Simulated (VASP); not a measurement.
# TiAl (hse) (Pm-3m) in VASP: single point with HSE06

Aim: the single point of TiAl (hse) with HSE06.

Program: VASP 6.6.1. These are calculated values, not measurements. Logs are shortened: lines on timing, memory, paths and dates and some standing lists are left out, and cuts for length are marked.

**1. The cell of the first run**

Symmetry: Pm-3m, No. 221, cubic system. The conventional cell has a = 3.156 Å, b = 3.156 Å, c = 3.156 Å, α = 90.00°, β = 90.00°, γ = 90.00°. Within 3.6 Å of Ti (site symmetry m-3m) lie 8 Al at 2.73 Å and 6 Ti at 3.16 Å. Al (site symmetry m-3m) has 8 Ti at 2.73 Å and 6 Al at 3.16 Å within 3.6 Å.

**2. Single point, HSE06**

Input file POSCAR:

```
TiAl
1.0
    3.1557967816      0.0000000000      0.0000000000
    0.0000000000      3.1557967816      0.0000000000
    0.0000000000      0.0000000000      3.1557967816
Ti Al
1 1
Direct
    0.0000000000      0.0000000000      0.0000000000
    0.5000000000      0.5000000000      0.5000000000
```

Input file INCAR.step1:

```
SYSTEM = TiAl
  PREC = Accurate
  ENCUT = 520
  EDIFF = 1E-5
  ISMEAR = 0
  SIGMA = 0.1
  LREAL = .FALSE.
  LASPH = .TRUE.
  NELM = 100
  ALGO = Normal
  ISIF = 2
  LWAVE = .TRUE.
  GGA = PE
  NBANDS = 14
```

Input file INCAR.step2:

```
SYSTEM = TiAl
  PREC = Accurate
  ENCUT = 520
  EDIFF = 1E-6
  ISMEAR = 0
  SIGMA = 0.1
  LREAL = .FALSE.
  LASPH = .TRUE.
  NELM = 100
  ALGO = Normal
  ISIF = 2
  LWAVE = .FALSE.
  LCHARG = .TRUE.
  GGA = PE
  LHFCALC = .TRUE.
  HFSCREEN = 0.2079
  PRECFOCK = Normal
  LELF = .TRUE.
  LVHAR = .TRUE.
  ISTART = 1
  NBANDS = 14
```

Input file KPOINTS:

```
regular mesh
0
G
  6 6 6
  0 0 0
```

Potentials or basis: VASP PAW PBE potentials, release 64 (Ti_sv, Al).

Command:

```console
$ cat potpaw_PBE.64/Ti_sv/POTCAR potpaw_PBE.64/Al/POTCAR > POTCAR
$ cp INCAR.step1 INCAR
$ mpirun -np 1 vasp_std > vasp.out
$ cp INCAR.step2 INCAR
$ mpirun -np 1 vasp_std > vasp.out
```

OUTCAR:

```text
SYSTEM = TiAl
   PREC = Accurate
   ENCUT = 520
   EDIFF = 1E-6
   ISMEAR = 0
   LREAL = .FALSE.
   LASPH = .TRUE.
   NELM = 100
   ISIF = 2
   GGA = PE
   LHFCALC = .TRUE.
   HFSCREEN = 0.2079
   PRECFOCK = Normal
   ISTART = 1

 ion  position               nearest neighbor table
   1  0.000  0.000  0.000-   2 2.73   2 2.73   2 2.73   2 2.73   2 2.73   2 2.73   2 2.73   2 2.73

   2  0.500  0.500  0.500-   1 2.73   1 2.73   1 2.73   1 2.73   1 2.73   1 2.73   1 2.73   1 2.73

  LATTYP: Found a simple cubic cell.
 ALAT       =     3.1557967816

  Lattice vectors:

 A1 = (   3.1557967816,   0.0000000000,   0.0000000000)
 A2 = (   0.0000000000,   3.1557967816,   0.0000000000)
 A3 = (   0.0000000000,   0.0000000000,   3.1557967816)

Analysis of symmetry for initial positions (statically):
=====================================================================
 Subroutine PRICEL returns:
 Original cell was already a primitive cell.

 Routine SETGRP: Setting up the symmetry group for a
 simple cubic supercell.

 Subroutine GETGRP returns: Found 48 space group operations
[... 9 lines left out ...]

 Routine SETGRP: Setting up the symmetry group for a
 simple cubic supercell.

 Subroutine GETGRP returns: Found 48 space group operations
[... 11 lines left out ...]
                                     Primitive cell

  volume of cell :      31.4287

  direct lattice vectors                    reciprocal lattice vectors
     3.155796782  0.000000000  0.000000000     0.316877185  0.000000000  0.000000000
     0.000000000  3.155796782  0.000000000     0.000000000  0.316877185  0.000000000
     0.000000000  0.000000000  3.155796782     0.000000000  0.000000000  0.316877185

  length of vectors
     3.155796782  3.155796782  3.155796782     0.316877185  0.316877185  0.316877185

  position of ions in fractional coordinates (direct lattice)
     0.000000000  0.000000000  0.000000000
     0.500000000  0.500000000  0.500000000

  ion indices of the primitive-cell ions
   primitive index   ion index
                 1           1
                 2           2

----------------------------------------------------------------------------------------

 KPOINTS: regular mesh

Automatic generation of k-mesh.
 Grid dimensions read from file:
 generate k-points for:    6    6    6

 Generating k-lattice:

  Cartesian coordinates                     Fractional coordinates (reciprocal lattice)
     0.052812864  0.000000000  0.000000000     0.166666667  0.000000000  0.000000000
     0.000000000  0.052812864  0.000000000     0.000000000  0.166666667  0.000000000
     0.000000000  0.000000000  0.052812864     0.000000000  0.000000000  0.166666667

  Length of vectors
     0.052812864  0.052812864  0.052812864

  Shift w.r.t. Gamma in fractional coordinates (k-lattice)
     0.000000000  0.000000000  0.000000000

 Subroutine IBZKPT returns following result:
 ===========================================

 Found     20 irreducible k-points:

 Following reciprocal coordinates:
            Coordinates               Weight
  0.000000  0.000000  0.000000      1.000000
  0.166667  0.000000  0.000000      6.000000
  0.333333  0.000000  0.000000      6.000000
  0.500000  0.000000  0.000000      3.000000
  0.166667  0.166667  0.000000     12.000000
  0.333333  0.166667  0.000000     24.000000
[... 12 lines left out ...]
  0.500000  0.500000  0.333333      6.000000
  0.500000  0.500000  0.500000      1.000000
   k-points           NKPTS =     20   k-points in BZ     NKDIM =    216   number of bands    NBANDS=     14
   number of dos      NEDOS =    301   number of ions     NIONS =      2
   total plane-waves  NPLWV =  13824
   dimension x,y,z NGX =    24 NGY =   24 NGZ =   24
   dimension x,y,z NGXF=    48 NGYF=   48 NGZF=   48
   ions per type =               1   1
   NGX,Y,Z   is equivalent  to a cutoff of  12.64, 12.64, 12.64 a.u.
   NGXF,Y,Z  is equivalent  to a cutoff of  25.29, 25.29, 25.29 a.u.
 SYSTEM =  TiAl
   PREC   = accura    normal or accurate (medium, high low for compatibility)
   ISTART =      1    job   : 0-new  1-cont  2-samecut
   ICHARG =      0    charge: 1-file 2-atom 10-const
   ISPIN  =      1    spin polarized calculation?
   LNONCOLLINEAR =      F non collinear calculations
   LSORBIT =      F    spin-orbit coupling
   LASPH  =      T    aspherical Exc in radial PAW
   ENCUT  =  520.0 eV  38.22 Ry    6.18 a.u.   5.87  5.87  5.87*2*pi/ulx,y,z
   NELM   =    100;   NELMIN=  2; NELMDL=  0     # of ELM steps
   EDIFF  = 0.1E-05   stopping-criterion for ELM
   LREAL  =      F    real-space projection
   EDIFFG = 0.1E-04   stopping-criterion for IOM
   NSW    =      0    number of steps for IOM
   IBRION =     -1    ionic relax: 0-MD 1-quasi-New 2-CG
   NFREE  =      0    steps in history (QN), initial steepest desc. (CG)
   ISIF   =      2    stress and relaxation
   ISYM   =      3    0-nonsym 1-usesym 2-fastsym
   POTIM  = 0.5000    time-step for ionic-motion
   TEBEG  =    0.0;   TEEND  =   0.0 temperature during run
   PSTRESS=    0.0 pullay stress
   NELECT =      15.0000    total number of electrons
   NUPDOWN=      -1.0000    fix difference up-down
   EMIN   =  10.00;   EMAX   =-10.00  energy-range for DOS
   EFERMI =   0.00;   METHOD = LEGACY
   ISMEAR =     0;   SIGMA  =   0.10  broadening in eV -4-tet -1-fermi 0-gaus
   EFERMI_NEDOS =   21; number of points for ismear=-14 and -15
   IALGO  =     38    algorithm
   IMIX   =      1    mixing-type and parameters
     AMIX     =   0.40;   BMIX     =  1.00
     AMIX_MAG =   1.60;   BMIX_MAG =  1.00
  volume/ion in A,a.u.               =      15.71       106.05
  Fermi-wavevector in a.u.,A,eV,Ry     =   1.279370  2.417659 22.269853  1.636788
  Thomas-Fermi vector in A             =   2.411860
   LORBIT       =      0    0 simple, 1 ext, 2 COOP (PROOUT), +10 PAW based schemes
   GGA     = PE    functional components
   LHFCALC =     T    Hartree Fock is set to
   PRECFOCK=normal    Normal, Fast or Accurate (Low or Medium for compatibility)
   ENCUT4O =  -1.0   cutoff for four orbital integrals eV
   NKREDX  =     1    reduce k-point grid by
   NKREDY  =     1    reduce k-point grid by
   NKREDZ  =     1    reduce k-point grid by
   AEXX    =    0.2500 exact exchange contribution
   HFSCREEN=    0.2079 screening length (either q_TF or 0.3 A-1)
   HFSCREENC=   0.2079 screening length for correlation (either q_TF or 0.3 A-1)
   ENCUTFOCK=  -1.0 apply spherical cutoff to Coloumb kernel
   IVDW    =     0    specifies the selected vdW correction
   LEPSILON=     F    determine dielectric tensor
   LRPA    =     F    only Hartree local field effects (RPA)
 non-spin polarized calculation
 Gauss-broadening in eV      SIGMA  =   0.10
  energy-cutoff  :      520.00
  volume of cell :       31.43
 maximum number of plane-waves:       868
 NGX is ok and might be reduce to    24
  NGX = 18; NGY = 18; NGZ = 18

 number of electron      14.9999992 magnetization

 Free energy of the ion-electron system (eV)
  ---------------------------------------------------
  ext. energy  EPLUGINS =         0.00000000
  ---------------------------------------------------
  free energy    TOTEN  =       -14.20105406 eV

  energy without entropy =      -14.19718915  energy(sigma->0) =      -14.19912160

 E-fermi :   9.2512     XC(G=0):  -9.1895

 val. band max:        9.0426395279   @ k =   0.3333   0.3333   0.1667
 cond. band min:       9.3445216576   @ k =   0.3333   0.1667   0.1667
 fundamental gap:      0.3018821297
 Fermi energy:         9.2512306653

 k-point     1 :       0.0000    0.0000    0.0000
  band No.  band energies     occupation
      1     -52.6418      2.00000
      2     -27.1930      2.00000
      3     -27.1930      2.00000
      4     -27.1930      2.00000
      5      -1.7815      2.00000
      6       6.9999      2.00000
      7       6.9999      2.00000
      8      11.8621      0.00000
      9      11.8621      0.00000
     10      11.8621      0.00000
     11      14.0732      0.00000
     12      14.0732      0.00000
     13      14.0732      0.00000
     14      18.8916      0.00000

 k-point     2 :       0.1667    0.0000    0.0000
  band No.  band energies     occupation
      1     -52.6369      2.00000
      2     -27.2520      2.00000
      3     -27.1887      2.00000
      4     -27.1887      2.00000
      5      -1.2785      2.00000
      6       6.6591      2.00000
      7       7.2307      2.00000
      8      11.0629      0.00000
      9      11.0629      0.00000
     10      11.9228      0.00000
     11      12.7838      0.00000
     12      15.1915      0.00000
     13      15.1915      0.00000
     14      18.1952      0.00000

 k-point     3 :       0.3333    0.0000    0.0000
  band No.  band energies     occupation
      1     -52.6271      2.00000
      2     -27.3678      2.00000
      3     -27.1799      2.00000
      4     -27.1799      2.00000
      5       0.1513      2.00000
      6       4.9380      2.00000
      7       7.7605      2.00000
      8      10.1170      0.00000
      9      10.1170      0.00000
     10      12.0477      0.00000
     11      12.3536      0.00000
     12      16.7866      0.00000
     13      17.1879      0.00000
     14      17.1879      0.00000

 k-point     4 :       0.5000    0.0000    0.0000
  band No.  band energies     occupation
      1     -52.6222      2.00000
      2     -27.4246      2.00000
      3     -27.1754      2.00000
      4     -27.1754      2.00000
      5       1.9518      2.00000
      6       2.8118      2.00000
      7       8.0741      2.00000
      8       9.7554      0.00000
      9       9.7554      0.00000
     10      12.1120      0.00000
     11      12.6950      0.00000
     12      16.0610      0.00000
     13      19.2796      0.00000
     14      19.2796      0.00000

 k-point     5 :       0.1667    0.1667    0.0000
  band No.  band energies     occupation
      1     -52.6320      2.00000
      2     -27.2495      2.00000
      3     -27.2434      2.00000
      4     -27.1844      2.00000
      5      -0.7929      2.00000
      6       6.8290      2.00000
      7       7.0660      2.00000
      8      10.1377      0.00000
      9      10.9548      0.00000
     10      11.4943      0.00000
     11      13.2260      0.00000
[... 208 lines left out ...]
 k-point    18 :       0.5000    0.3333    0.3333
  band No.  band energies     occupation
      1     -52.5945      2.00000
      2     -27.3726      2.00000
      3     -27.3181      2.00000
      4     -27.3111      2.00000
      5       3.9678      2.00000
      6       5.5118      2.00000
      7       6.1830      2.00000
      8       9.9792      0.00000
      9      10.0244      0.00000
     10      11.2843      0.00000
     11      12.5987      0.00000
     12      12.8498      0.00000
     13      15.3369      0.00000
     14      16.8068      0.00000

 k-point    19 :       0.5000    0.5000    0.3333
  band No.  band energies     occupation
      1     -52.5900      2.00000
      2     -27.3641      2.00000
      3     -27.3641      2.00000
      4     -27.3073      2.00000
      5       4.6676      2.00000
      6       5.6512      2.00000
      7       5.6512      2.00000
      8       9.8844      0.00000
      9      11.4993      0.00000
     10      11.7454      0.00000
     11      11.7454      0.00000
     12      12.4353      0.00000
     13      14.0041      0.00000
     14      16.9429      0.00000

 k-point    20 :       0.5000    0.5000    0.5000
  band No.  band energies     occupation
      1     -52.5856      2.00000
      2     -27.3556      2.00000
      3     -27.3556      2.00000
      4     -27.3556      2.00000
      5       5.4450      2.00000
      6       5.4450      2.00000
      7       5.4450      2.00000
      8      10.0986      0.00000
      9      12.2891      0.00000
     10      12.2891      0.00000
     11      12.2891      0.00000
     12      12.4497      0.00000
     13      12.4497      0.00000
     14      16.8940      0.00000

------------------------ aborting loop because EDIFF is reached ----------------------------------------

  FORCE on cell =-STRESS in cart. coord.  units (eV):
  Direction    XX          YY          ZZ          XY          YZ          ZX
  --------------------------------------------------------------------------------------
  -------------------------------------------------------------------------------------
  Total        0.0761920      0.0761920      0.0761920      0.0000000      0.0000000      0.0000000
  in kB        3.8841200      3.8841200      3.8841200      0.0000000      0.0000000      0.0000000
  external PRESSURE =       3.8841200 kB  Pullay stress =       0.0000000 kB

 VOLUME and BASIS-vectors are now :
 -----------------------------------------------------------------------------
  energy-cutoff  :      520.00
  volume of cell :       31.43
      direct lattice vectors                 reciprocal lattice vectors
     3.155796782  0.000000000  0.000000000     0.316877185  0.000000000  0.000000000
     0.000000000  3.155796782  0.000000000     0.000000000  0.316877185  0.000000000
     0.000000000  0.000000000  3.155796782     0.000000000  0.000000000  0.316877185

 POSITION                                       TOTAL-FORCE (eV/Angst)
 -----------------------------------------------------------------------------------
      0.00000      0.00000      0.00000         0.000000      0.000000      0.000000
      1.57790      1.57790      1.57790         0.000000      0.000000      0.000000
 -----------------------------------------------------------------------------------
    total drift:                                0.000011      0.000011      0.000011

  FREE ENERGIE OF THE ION-ELECTRON SYSTEM (eV)
  ---------------------------------------------------
  free  energy   TOTEN  =       -14.2010540556 eV

  energy  without entropy=      -14.1971891501  energy(sigma->0) =      -14.19912160
```

Run time: 14 min. Hardware: 1 thread of Intel Xeon Platinum 8488C (Sapphire Rapids), shared host; peak memory 0.25 GiB.

What came out:

- Free energy: -14.2011 eV
- Pressure: 0.4 GPa

Caveat: the PAW data sets were made with another functional, which shifts forces and pressure a little.
